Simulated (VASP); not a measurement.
# Mg12B (a cell with a defect) in VASP: a series of runs

The runs below take Mg12B (a cell with a defect) through single point, with PBE.

All numbers are computed with VASP 6.6.1; they aren't measurements. Logs are shortened: lines on timing, memory, paths and dates and some standing lists are left out, and cuts for length are marked.

### Step 1. The cell of the first run

The cell holds a defect, 13 atoms: a = 6.420 Å, b = 9.630 Å, c = 5.213 Å, α = 90.00°, β = 90.00°, γ = 120.00°.

### Step 2. Single point, PBE

Contents of INCAR:

```
ALGO = Normal
EDIFF = 1E-6
ENCUT = 520
GGA = PE
ISIF = 2
ISMEAR = 0
LASPH = True
LCHARG = False
LREAL = False
LWAVE = False
NBANDS = 26
NELM = 100
PREC = Accurate
SIGMA = 0.05
```

Contents of KPOINTS:

```
k-points
0
Gamma
  4 3 4
```

Contents of POSCAR:

```
Mg12B
1.0
    6.4200000000      0.0000000000      0.0000000000
   -4.8150000000      8.3398250000      0.0000000000
    0.0000000000      0.0000000000      5.2130400000
Mg B
12 1
Direct
    0.0000617674     -0.0031416358      0.0044423301
    0.1648487041      0.2170069388      0.4986573770
   -0.0102055817      0.3309729741     -0.0053494035
    0.1623713053      0.5603205361      0.5046254904
    0.0063960738      0.6735967024      0.0120950115
    0.1693805739      0.8904876669      0.5082265889
    0.4985528642     -0.0003367529     -0.0086540991
    0.6615645184      0.2167512675      0.4862674731
    0.5058698684      0.3300155165     -0.0057363429
    0.6778908169      0.5593267113      0.5042882234
    0.5029265398      0.6731828757      0.0007355904
    0.6677586771      0.8933489949      0.4958148428
    0.3339689724      0.4451463047      0.7496954179
```

Potentials or basis: VASP PAW PBE potentials, release 64 (Mg, B).

Run with:

```bash
cat potpaw_PBE.64/Mg/POTCAR potpaw_PBE.64/B/POTCAR > POTCAR
mpirun -np 1 vasp_std > vasp.out
```

OUTCAR:

```text
EDIFF = 1E-6
   ENCUT = 520
   GGA = PE
   ISIF = 2
   ISMEAR = 0
   LASPH = True
   LREAL = False
   NELM = 100
   PREC = Accurate

 ion  position               nearest neighbor table
   1  0.000  0.997  0.004-   5 3.13  11 3.16  12 3.16   2 3.16   6 3.17   7 3.19   6 3.20   2 3.21
                             9 3.23  12 3.23   7 3.23   3 3.25
   2  0.165  0.217  0.499-  13 2.31  12 3.15   6 3.16   1 3.16   8 3.19   9 3.20   1 3.21   3 3.22
                             8 3.23   9 3.24   3 3.26  10 3.30   4 3.31
   3  0.990  0.331  0.995-  13 2.30   9 3.10   8 3.15   7 3.17   4 3.19   8 3.22   2 3.22   5 3.25
                             1 3.25   2 3.26   4 3.28  11 3.30   9 3.32
   4  0.162  0.560  0.505-  13 2.30  10 3.11   5 3.14   6 3.16   3 3.19  11 3.21   5 3.21  12 3.23
                            11 3.24   8 3.26   3 3.28   2 3.31  10 3.31
   5  0.006  0.674  0.012-   1 3.13   4 3.14  10 3.15   7 3.15   6 3.16   6 3.19  11 3.19   4 3.21
                            10 3.22  11 3.23   3 3.25   9 3.26
   6  0.169  0.890  0.508-   7 3.11   8 3.15   5 3.16   4 3.16   2 3.16   1 3.17  10 3.17  12 3.19
                             5 3.19   1 3.20  12 3.23   7 3.26
   7  0.499  1.000  0.991-   6 3.11   5 3.15   8 3.15   9 3.16  11 3.16  12 3.16   3 3.17   1 3.19
                             8 3.20  12 3.20   1 3.23   6 3.26
   8  0.662  0.217  0.486-  12 3.13   9 3.14   3 3.15   7 3.15   6 3.15   2 3.19   7 3.20   9 3.21
                             3 3.22   2 3.23  10 3.25   4 3.26
   9  0.506  0.330  0.994-  13 2.30   3 3.10   8 3.14   7 3.16  10 3.19   2 3.20   8 3.21   1 3.23
                             2 3.24   5 3.26  10 3.28  11 3.31   3 3.32
  10  0.678  0.559  0.504-  13 2.30   4 3.11   5 3.15   6 3.17   9 3.19   5 3.22  11 3.22   8 3.25
                            12 3.25  11 3.25   9 3.28   2 3.30   4 3.31
  11  0.503  0.673  0.001-  13 2.31   1 3.16   7 3.16  12 3.17   5 3.19   4 3.21  12 3.21  10 3.22
                             5 3.23   4 3.24  10 3.25   3 3.30   9 3.31
  12  0.668  0.893  0.496-   8 3.13   2 3.15   1 3.16   7 3.16  11 3.17   6 3.19   7 3.20  11 3.21
                             4 3.23   1 3.23   6 3.23  10 3.25
  13  0.334  0.445  0.750-   3 2.30  10 2.30   9 2.30   4 2.30  11 2.31   2 2.31

  LATTYP: Found a simple monoclinic cell.
 ALAT       =     6.4200000000
 B/A-ratio  =     0.8120000000
 C/A-ratio  =     1.3228757108
 COS(beta)  =    -0.1889822286

  Lattice vectors:

 A1 = (   6.4200000000,   0.0000000000,   0.0000000000)
 A2 = (   0.0000000000,   0.0000000000,   5.2130400000)
 A3 = (  -1.6050000000,  -8.3398250000,   0.0000000000)

Analysis of symmetry for initial positions (statically):
=====================================================================
 Subroutine PRICEL returns:
 Original cell was already a primitive cell.

 Routine SETGRP: Setting up the symmetry group for a
 simple monoclinic supercell.

 Subroutine GETGRP returns: Found  1 space group operations
 (whereof  1 operations were pure point group operations)
 out of a pool of  4 trial point group operations.

The static configuration has the point symmetry C_1 .

Analysis of symmetry for dynamics (positions and initial velocities):
=====================================================================
 Subroutine PRICEL returns:
 Original cell was already a primitive cell.

 Routine SETGRP: Setting up the symmetry group for a
 simple monoclinic supercell.

 Subroutine GETGRP returns: Found  1 space group operations
 (whereof  1 operations were pure point group operations)
 out of a pool of  4 trial point group operations.

The dynamic configuration has the point symmetry C_1 .

 Subroutine INISYM returns: Found  1 space group operations
 (whereof  1 operations are pure point group operations),
 and found     1 'primitive' translations

----------------------------------------------------------------------------------------

                                     Primitive cell

  volume of cell :     279.1149

  direct lattice vectors                    reciprocal lattice vectors
     6.420000000  0.000000000  0.000000000     0.155763240  0.089929945  0.000000000
    -4.815000000  8.339825000  0.000000000     0.000000000  0.119906593  0.000000000
     0.000000000  0.000000000  5.213040000     0.000000000  0.000000000  0.191826650

  length of vectors
     6.420000000  9.630000313  5.213040000     0.179859895  0.119906593  0.191826650

  position of ions in fractional coordinates (direct lattice)
     0.000061767  0.996858364  0.004442330
     0.164848704  0.217006939  0.498657377
     0.989794418  0.330972974  0.994650597
[... 38 lines left out ...]
     0.038940810  0.022482486  0.000000000     0.250000000  0.000000000  0.000000000
     0.000000000  0.039968864  0.000000000     0.000000000  0.333333333  0.000000000
     0.000000000  0.000000000  0.047956663     0.000000000  0.000000000  0.250000000

  Length of vectors
     0.044964974  0.039968864  0.047956663

  Shift w.r.t. Gamma in fractional coordinates (k-lattice)
     0.000000000  0.000000000  0.000000000

 Subroutine IBZKPT returns following result:
 ===========================================

 Found     26 irreducible k-points:

 Following reciprocal coordinates:
            Coordinates               Weight
  0.000000  0.000000  0.000000      1.000000
  0.250000  0.000000  0.000000      2.000000
  0.500000  0.000000  0.000000      1.000000
  0.000000  0.333333  0.000000      2.000000
  0.250000  0.333333  0.000000      2.000000
  0.500000  0.333333  0.000000      2.000000
[... 16 lines left out ...]
  0.000000  0.333333  0.500000      2.000000
  0.250000  0.333333  0.500000      2.000000
 [... further k-points ...]
   k-points           NKPTS =     26   k-points in BZ     NKDIM =     26   number of bands    NBANDS=     26
   number of dos      NEDOS =    301   number of ions     NIONS =     13
   total plane-waves  NPLWV = 138240
   dimension x,y,z NGX =    48 NGY =   72 NGZ =   40
   dimension x,y,z NGXF=    96 NGYF=  144 NGZF=   80
   ions per type =              12   1
   NGX,Y,Z   is equivalent  to a cutoff of  12.43, 12.43, 12.76 a.u.
   NGXF,Y,Z  is equivalent  to a cutoff of  24.86, 24.86, 25.51 a.u.
 SYSTEM =  unknown system
   PREC   = accura    normal or accurate (medium, high low for compatibility)
   ISTART =      0    job   : 0-new  1-cont  2-samecut
   ICHARG =      2    charge: 1-file 2-atom 10-const
   ISPIN  =      1    spin polarized calculation?
   LNONCOLLINEAR =      F non collinear calculations
   LSORBIT =      F    spin-orbit coupling
   LASPH  =      T    aspherical Exc in radial PAW
   ENCUT  =  520.0 eV  38.22 Ry    6.18 a.u.  11.94 17.91  9.69*2*pi/ulx,y,z
   NELM   =    100;   NELMIN=  2; NELMDL= -5     # of ELM steps
   EDIFF  = 0.1E-05   stopping-criterion for ELM
   LREAL  =      F    real-space projection
[... 7 lines left out ...]
   TEBEG  =    0.0;   TEEND  =   0.0 temperature during run
   PSTRESS=    0.0 pullay stress
   NELECT =      27.0000    total number of electrons
   NUPDOWN=      -1.0000    fix difference up-down
   EMIN   =  10.00;   EMAX   =-10.00  energy-range for DOS
   EFERMI =   0.00;   METHOD = LEGACY
   ISMEAR =     0;   SIGMA  =   0.05  broadening in eV -4-tet -1-fermi 0-gaus
   EFERMI_NEDOS =   21; number of points for ismear=-14 and -15
   IALGO  =     38    algorithm
   IMIX   =      4    mixing-type and parameters
     AMIX     =   0.40;   BMIX     =  1.00
     AMIX_MAG =   1.60;   BMIX_MAG =  1.00
  volume/ion in A,a.u.               =      21.47       144.89
  Fermi-wavevector in a.u.,A,eV,Ry     =   0.751511  1.420149  7.684136  0.564768
  Thomas-Fermi vector in A             =   1.848508
   LORBIT       =      0    0 simple, 1 ext, 2 COOP (PROOUT), +10 PAW based schemes
   GGA     = PE    functional components
   LHFCALC =     F    Hartree Fock is set to
   AEXX    =    0.0000 exact exchange contribution
   IVDW    =     0    specifies the selected vdW correction
   LEPSILON=     F    determine dielectric tensor
   LRPA    =     F    only Hartree local field effects (RPA)
 non-spin polarized calculation
 Gauss-broadening in eV      SIGMA  =   0.05
  energy-cutoff  :      520.00
  volume of cell :      279.11
 maximum number of plane-waves:      7534
   NGX = 23   NGY = 35   NGZ = 19

 number of electron      27.0000000 magnetization

 Free energy of the ion-electron system (eV)
  ---------------------------------------------------
  ext. energy  EPLUGINS =         0.00000000
  ---------------------------------------------------
  free energy    TOTEN  =       -23.27586895 eV

  energy without entropy =      -23.26565266  energy(sigma->0) =      -23.27076081

 E-fermi :   2.7719     XC(G=0):  -8.6080

 val. band max:        2.7550802865   @ k =  -0.2500  -0.3333   0.2500
 cond. band min:       2.7778130007   @ k =   0.2500   0.0000   0.0000
 fundamental gap:      0.0227327142
 Fermi energy:         2.7718878988

 k-point     1 :       0.0000    0.0000    0.0000
  band No.  band energies     occupation
      1      -5.1217      2.00000
      2      -3.1506      2.00000
      3      -2.2288      2.00000
      4      -1.1669      2.00000
      5      -0.8706      2.00000
      6       0.0964      2.00000
[... 661 lines left out ...]
     24       6.7638      0.00000
     25       7.1026      0.00000

 [... further k-points ...]

 [bands above 25 left out]

------------------------ aborting loop because EDIFF is reached ----------------------------------------

  FORCE on cell =-STRESS in cart. coord.  units (eV):
  Direction    XX          YY          ZZ          XY          YZ          ZX
  --------------------------------------------------------------------------------------
  -------------------------------------------------------------------------------------
  Total        1.5762069      0.9217918      1.4635019     -0.5686629     -0.0778628     -0.0251821
  in kB        9.0477539      5.2912759      8.4008038     -3.2642430     -0.4469484     -0.1445507
  external PRESSURE =       7.5799445 kB  Pullay stress =       0.0000000 kB

 VOLUME and BASIS-vectors are now :
 -----------------------------------------------------------------------------
  energy-cutoff  :      520.00
  volume of cell :      279.11
      direct lattice vectors                 reciprocal lattice vectors
     6.420000000  0.000000000  0.000000000     0.155763240  0.089929945  0.000000000
    -4.815000000  8.339825000  0.000000000     0.000000000  0.119906593  0.000000000
     0.000000000  0.000000000  5.213040000     0.000000000  0.000000000  0.191826650

 POSITION                                       TOTAL-FORCE (eV/Angst)
 -----------------------------------------------------------------------------------
     -4.79948      8.31362      0.02316         0.001034     -0.001234     -0.005116
      0.01344      1.80980      2.59952         0.000404      0.001411     -0.003412
      4.76085      2.76026      5.18515        -0.001080     -0.000982      0.000527
     -1.65552      4.67298      2.63063        -0.007029      0.000216     -0.003125
     -3.20231      5.61768      0.06305        -0.000842      0.001892      0.005018
     -3.20027      7.42651      2.64941        -0.001585      0.001849     -0.008446
     -1.61267      8.33702      5.16793        -0.000570      0.000964      0.005947
      3.20359      1.80767      2.53493         0.000472     -0.004307      0.005410
      1.65866      2.75227      5.18314         0.000772     -0.002928      0.003511
      1.65890      4.66469      2.62887         0.007424      0.000094     -0.001680
     -0.01259      5.61423      0.00383         0.000959      0.001937      0.005552
     -0.01446      7.45037      2.58470         0.000574      0.002943     -0.001182
      0.00070      3.71244      3.90819        -0.000532     -0.001855     -0.003003
 -----------------------------------------------------------------------------------
    total drift:                                0.000000      0.000001      0.000004

  FREE ENERGIE OF THE ION-ELECTRON SYSTEM (eV)
  ---------------------------------------------------
  free  energy   TOTEN  =       -23.2758689505 eV

  energy  without entropy=      -23.2656526599  energy(sigma->0) =      -23.27076081
```

Run time: 2.2 min. Hardware: 1 thread of Intel Xeon 6975P-C (Granite Rapids), shared host; peak memory 0.42 GiB.

Results:

* Free energy: -23.2759 eV
* Pressure: 0.8 GPa
* Largest force: 0.009 eV/Å
* Band gap on the k mesh: zero (an odd number of electrons rules out a gap without spin polarisation)

Forces on the atoms (eV/Å):
```
Mg   0.001 -0.001 -0.005
Mg   0.000  0.001 -0.003
Mg  -0.001 -0.001  0.001
Mg  -0.007  0.000 -0.003
Mg  -0.001  0.002  0.005
Mg  -0.002  0.002 -0.008
Mg  -0.001  0.001  0.006
Mg   0.000 -0.004  0.005
Mg   0.001 -0.003  0.004
Mg   0.007  0.000 -0.002
Mg   0.001  0.002  0.006
Mg   0.001  0.003 -0.001
B   -0.001 -0.002 -0.003
```

(Part 1 of 2 ends here.)

The gap in the log of VASP goes by the Fermi energy; the results here count the filled bands.